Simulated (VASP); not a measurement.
# MgO (Periclase) (Fm-3m) in VASP: further runs

MgO (Periclase) is run at these levels: PBE; tasks: single point.

Everything below comes from runs of VASP 6.6.1. Logs are shortened: lines on timing, memory, paths and dates and some standing lists are left out, and cuts for length are marked.

## (1) The cell of the first run

Symmetry: Fm-3m, No. 225, cubic system. The conventional cell has a = 4.149 Å, b = 4.149 Å, c = 4.149 Å, α = 90.00°, β = 90.00°, γ = 90.00°. Within 2.7 Å of Mg (site symmetry m-3m) lie 6 O at 2.07 Å. Within 2.7 Å of O (site symmetry m-3m) lie 6 Mg at 2.07 Å.

## (2) Single point, PBE

INCAR reads:

```
PREC     = Accurate       # precision mode
ENCUT    = 600            # plane-wave cutoff, eV
EDIFF    = 1E-6           # SCF threshold, eV
ISMEAR   = 0              # smearing method
SIGMA    = 0.1            # smearing width, eV
LREAL    = False          # projectors in reciprocal space
LASPH    = True           # aspherical terms in the spheres
NELM     = 120            # most SCF steps
ALGO     = Normal         # electronic algorithm
ISIF     = 2              # what is computed and relaxed
LWAVE    = False          # write WAVECAR
LCHARG   = True           # write CHGCAR
GGA      = PE             # functional
LELF     = True           # ELF
LVHAR    = True         
NBANDS   = 11             # bands
GGA_COMPAT= False
```

KPOINTS reads:

```
regular mesh
0
Gamma
  8 8 8
```

POSCAR reads:

```
MgO
1.0
    0.0000000000      2.0745254880      2.0745254880
    2.0745254880      0.0000000000      2.0745254880
    2.0745254880      2.0745254880      0.0000000000
Mg O
1 1
Direct
    0.0000000000      0.0000000000      0.0000000000
    0.5000000000      0.5000000000      0.5000000000
```

Potentials or basis: VASP PAW PBE potentials, release 64 (Mg, O).

On the command line:

```bash
> cat potpaw_PBE.64/Mg/POTCAR potpaw_PBE.64/O/POTCAR > POTCAR
> mpirun -np 1 vasp_std > vasp.out
```

OUTCAR:

```text
PREC = Accurate
   ENCUT = 600
   EDIFF = 1E-6
   ISMEAR = 0
   LREAL = False
   LASPH = True
   NELM = 120
   ISIF = 2
   GGA = PE

 ion  position               nearest neighbor table
   1  0.000  0.000  0.000-   2 2.07   2 2.07   2 2.07   2 2.07   2 2.07   2 2.07
   2  0.500  0.500  0.500-   1 2.07   1 2.07   1 2.07   1 2.07   1 2.07   1 2.07

  LATTYP: Found a face centered cubic cell.
 ALAT       =     4.1490509760

  Lattice vectors:

 A1 = (   0.0000000000,   2.0745254880,   2.0745254880)
 A2 = (   2.0745254880,   0.0000000000,   2.0745254880)
 A3 = (   2.0745254880,   2.0745254880,   0.0000000000)

Analysis of symmetry for initial positions (statically):
=====================================================================
 Subroutine PRICEL returns:
 Original cell was already a primitive cell.

 Routine SETGRP: Setting up the symmetry group for a
 face centered cubic supercell.

 Subroutine GETGRP returns: Found 48 space group operations
 (whereof 48 operations were pure point group operations)
 out of a pool of 48 trial point group operations.

The static configuration has the point symmetry O_h .

Analysis of symmetry for dynamics (positions and initial velocities):
=====================================================================
 Subroutine PRICEL returns:
 Original cell was already a primitive cell.

 Routine SETGRP: Setting up the symmetry group for a
 face centered cubic supercell.

 Subroutine GETGRP returns: Found 48 space group operations
 (whereof 48 operations were pure point group operations)
 out of a pool of 48 trial point group operations.

The dynamic configuration has the point symmetry O_h .

 Subroutine INISYM returns: Found 48 space group operations
 (whereof 48 operations are pure point group operations),
 and found     1 'primitive' translations

----------------------------------------------------------------------------------------

                                     Primitive cell

  volume of cell :      17.8561

  direct lattice vectors                    reciprocal lattice vectors
     0.000000000  2.074525488  2.074525488    -0.241018972  0.241018972  0.241018972
     2.074525488  0.000000000  2.074525488     0.241018972 -0.241018972  0.241018972
     2.074525488  2.074525488  0.000000000     0.241018972  0.241018972 -0.241018972

  length of vectors
     2.933822081  2.933822081  2.933822081     0.417457105  0.417457105  0.417457105

  position of ions in fractional coordinates (direct lattice)
     0.000000000  0.000000000  0.000000000
     0.500000000  0.500000000  0.500000000

  ion indices of the primitive-cell ions
   primitive index   ion index
                 1           1
                 2           2

----------------------------------------------------------------------------------------

 KPOINTS: regular mesh

Automatic generation of k-mesh.
 Grid dimensions read from file:
 generate k-points for:    8    8    8

 Generating k-lattice:

  Cartesian coordinates                     Fractional coordinates (reciprocal lattice)
    -0.030127371  0.030127371  0.030127371     0.125000000  0.000000000  0.000000000
     0.030127371 -0.030127371  0.030127371     0.000000000  0.125000000  0.000000000
     0.030127371  0.030127371 -0.030127371     0.000000000  0.000000000  0.125000000

  Length of vectors
     0.052182138  0.052182138  0.052182138

  Shift w.r.t. Gamma in fractional coordinates (k-lattice)
     0.000000000  0.000000000  0.000000000

 Subroutine IBZKPT returns following result:
 ===========================================

 Found     29 irreducible k-points:

 Following reciprocal coordinates:
            Coordinates               Weight
  0.000000  0.000000  0.000000      1.000000
  0.125000  0.000000  0.000000      8.000000
  0.250000  0.000000  0.000000      8.000000
  0.375000  0.000000  0.000000      8.000000
  0.500000  0.000000  0.000000      4.000000
  0.125000  0.125000  0.000000      6.000000
[... 16 lines left out ...]
  0.500000  0.250000  0.125000     48.000000
 -0.375000  0.250000  0.125000     24.000000
 [... further k-points ...]
   k-points           NKPTS =     29   k-points in BZ     NKDIM =     29   number of bands    NBANDS=     11
   number of dos      NEDOS =    301   number of ions     NIONS =      2
   total plane-waves  NPLWV =  13824
   dimension x,y,z NGX =    24 NGY =   24 NGZ =   24
   dimension x,y,z NGXF=    48 NGYF=   48 NGZF=   48
   ions per type =               1   1
   NGX,Y,Z   is equivalent  to a cutoff of  13.60, 13.60, 13.60 a.u.
   NGXF,Y,Z  is equivalent  to a cutoff of  27.20, 27.20, 27.20 a.u.
 SYSTEM =  unknown system
   PREC   = accura    normal or accurate (medium, high low for compatibility)
   ISTART =      0    job   : 0-new  1-cont  2-samecut
   ICHARG =      2    charge: 1-file 2-atom 10-const
   ISPIN  =      1    spin polarized calculation?
   LNONCOLLINEAR =      F non collinear calculations
   LSORBIT =      F    spin-orbit coupling
   LASPH  =      T    aspherical Exc in radial PAW
   ENCUT  =  600.0 eV  44.10 Ry    6.64 a.u.   5.86  5.86  5.86*2*pi/ulx,y,z
   NELM   =    120;   NELMIN=  2; NELMDL= -5     # of ELM steps
   EDIFF  = 0.1E-05   stopping-criterion for ELM
   LREAL  =      F    real-space projection
   EDIFFG = 0.1E-04   stopping-criterion for IOM
   NSW    =      0    number of steps for IOM
   IBRION =     -1    ionic relax: 0-MD 1-quasi-New 2-CG
   NFREE  =      0    steps in history (QN), initial steepest desc. (CG)
   ISIF   =      2    stress and relaxation
   ISYM   =      2    0-nonsym 1-usesym 2-fastsym
   POTIM  = 0.5000    time-step for ionic-motion
   TEBEG  =    0.0;   TEEND  =   0.0 temperature during run
   PSTRESS=    0.0 pullay stress
   NELECT =       8.0000    total number of electrons
   NUPDOWN=      -1.0000    fix difference up-down
   EMIN   =  10.00;   EMAX   =-10.00  energy-range for DOS
   EFERMI =   0.00;   METHOD = LEGACY
   ISMEAR =     0;   SIGMA  =   0.10  broadening in eV -4-tet -1-fermi 0-gaus
   EFERMI_NEDOS =   21; number of points for ismear=-14 and -15
   IALGO  =     38    algorithm
   IMIX   =      4    mixing-type and parameters
     AMIX     =   0.40;   BMIX     =  1.00
     AMIX_MAG =   1.60;   BMIX_MAG =  1.00
  volume/ion in A,a.u.               =       8.93        60.25
  Fermi-wavevector in a.u.,A,eV,Ry     =   1.252687  2.367236 21.350613  1.569226
  Thomas-Fermi vector in A             =   2.386576
   LORBIT       =      0    0 simple, 1 ext, 2 COOP (PROOUT), +10 PAW based schemes
   GGA     = PE    functional components
   LHFCALC =     F    Hartree Fock is set to
   AEXX    =    0.0000 exact exchange contribution
   IVDW    =     0    specifies the selected vdW correction
   LEPSILON=     F    determine dielectric tensor
   LRPA    =     F    only Hartree local field effects (RPA)
 non-spin polarized calculation
 Gauss-broadening in eV      SIGMA  =   0.10
  energy-cutoff  :      600.00
  volume of cell :       17.86
 maximum number of plane-waves:       609
   NGX = 11   NGY = 11   NGZ = 11

 number of electron       7.9999999 magnetization

 Free energy of the ion-electron system (eV)
  ---------------------------------------------------
  ext. energy  EPLUGINS =         0.00000000
  ---------------------------------------------------
  free energy    TOTEN  =       -11.86695682 eV

  energy without entropy =      -11.86695682  energy(sigma->0) =      -11.86695682

 E-fermi :   4.0419     XC(G=0): -11.2945

 val. band max:        3.5326002803   @ k =   0.0000   0.0000   0.0000
 cond. band min:       8.7136023487   @ k =   0.0000   0.0000   0.0000
 fundamental gap:      5.1810020684
 Fermi energy:         4.0419444296

 k-point     1 :       0.0000    0.0000    0.0000
  band No.  band energies     occupation
      1     -13.9680      2.00000
      2       3.5326      2.00000
      3       3.5326      2.00000
      4       3.5326      2.00000
      5       8.7136      0.00000
      6      19.5908      0.00000
      7      19.5908      0.00000
      8      19.5908      0.00000
      9      23.6275      0.00000
     10      25.4563      0.00000
     11      25.4563      0.00000

 k-point     2 :       0.1250    0.0000    0.0000
  band No.  band energies     occupation
      1     -13.7917      2.00000
      2       2.5622      2.00000
      3       3.4213      2.00000
      4       3.4213      2.00000
      5       9.6216      0.00000
      6      17.8968      0.00000
      7      19.9773      0.00000
      8      19.9773      0.00000
      9      24.5632      0.00000
     10      24.5632      0.00000
     11      25.9395      0.00000

 k-point     3 :       0.2500    0.0000    0.0000
  band No.  band energies     occupation
      1     -13.3315      2.00000
      2       0.7877      2.00000
      3       3.1645      2.00000
      4       3.1645      2.00000
      5      11.0457      0.00000
      6      16.4015      0.00000
      7      20.5637      0.00000
      8      20.5637      0.00000
      9      24.1733      0.00000
     10      24.1733      0.00000
     11      26.2866      0.00000

 k-point     4 :       0.3750    0.0000    0.0000
  band No.  band energies     occupation
      1     -12.8082      2.00000
      2      -0.6999      2.00000
      3       2.9234      2.00000
      4       2.9234      2.00000
      5      11.6702      0.00000
      6      16.3556      0.00000
      7      20.4686      0.00000
      8      20.4686      0.00000
      9      25.4616      0.00000
     10      25.5108      0.00000
     11      25.5108      0.00000
[... 239 lines left out ...]
 k-point    22 :       0.3750    0.2500    0.1250
  band No.  band energies     occupation
      1     -13.0017      2.00000
      2       0.4096      2.00000
      3       2.3190      2.00000
      4       2.8762      2.00000
      5      12.4914      0.00000
      6      15.2100      0.00000
      7      19.1320      0.00000
      8      21.6193      0.00000
      9      22.0734      0.00000
     10      26.5154      0.00000
     11      30.1510      0.00000

 k-point    23 :       0.5000    0.2500    0.1250
  band No.  band energies     occupation
      1     -12.5894      2.00000
      2      -0.3284      2.00000
      3       1.7139      2.00000
      4       2.6095      2.00000
      5      13.4165      0.00000
      6      15.5105      0.00000
      7      17.9681      0.00000
      8      21.2403      0.00000
      9      23.7232      0.00000
     10      26.5397      0.00000
     11      30.3188      0.00000

 k-point    24 :      -0.3750    0.2500    0.1250
  band No.  band energies     occupation
      1     -12.4050      2.00000
      2      -0.6459      2.00000
      3       1.4965      2.00000
      4       2.4847      2.00000
      5      13.5312      0.00000
      6      16.1639      0.00000
      7      17.5265      0.00000
      8      20.9965      0.00000
      9      24.6037      0.00000
     10      26.2281      0.00000
     11      30.4355      0.00000

 [... further k-points ...]
[... 5 lines left out ...]
  --------------------------------------------------------------------------------------
  -------------------------------------------------------------------------------------
  Total        1.3402065      1.3402065      1.3402065      0.0000000      0.0000000     -0.0000000
  in kB      120.2530175    120.2530175    120.2530175      0.0000000      0.0000000     -0.0000000
  external PRESSURE =     120.2530175 kB  Pullay stress =       0.0000000 kB

 VOLUME and BASIS-vectors are now :
 -----------------------------------------------------------------------------
  energy-cutoff  :      600.00
  volume of cell :       17.86
      direct lattice vectors                 reciprocal lattice vectors
     0.000000000  2.074525488  2.074525488    -0.241018972  0.241018972  0.241018972
     2.074525488  0.000000000  2.074525488     0.241018972 -0.241018972  0.241018972
     2.074525488  2.074525488  0.000000000     0.241018972  0.241018972 -0.241018972

 POSITION                                       TOTAL-FORCE (eV/Angst)
 -----------------------------------------------------------------------------------
      0.00000      0.00000      0.00000         0.000000      0.000000      0.000000
      2.07453      2.07453      2.07453         0.000000      0.000000      0.000000
 -----------------------------------------------------------------------------------
    total drift:                               -0.000000     -0.000000      0.000000

  FREE ENERGIE OF THE ION-ELECTRON SYSTEM (eV)
  ---------------------------------------------------
  free  energy   TOTEN  =       -11.8669568185 eV

  energy  without entropy=      -11.8669568185  energy(sigma->0) =      -11.86695682
```

Run time: 5.5 s. Hardware: 1 thread of Intel Xeon Platinum 8488C (Sapphire Rapids), shared host; peak memory 0.13 GiB.

What came out:

```yaml
Free_energy: -11.8670 eV
Pressure: 12.0 GPa
Band_gap_on_the_k_mesh: 5.18 eV, direct
```

(Part 1 of 2 ends here.)
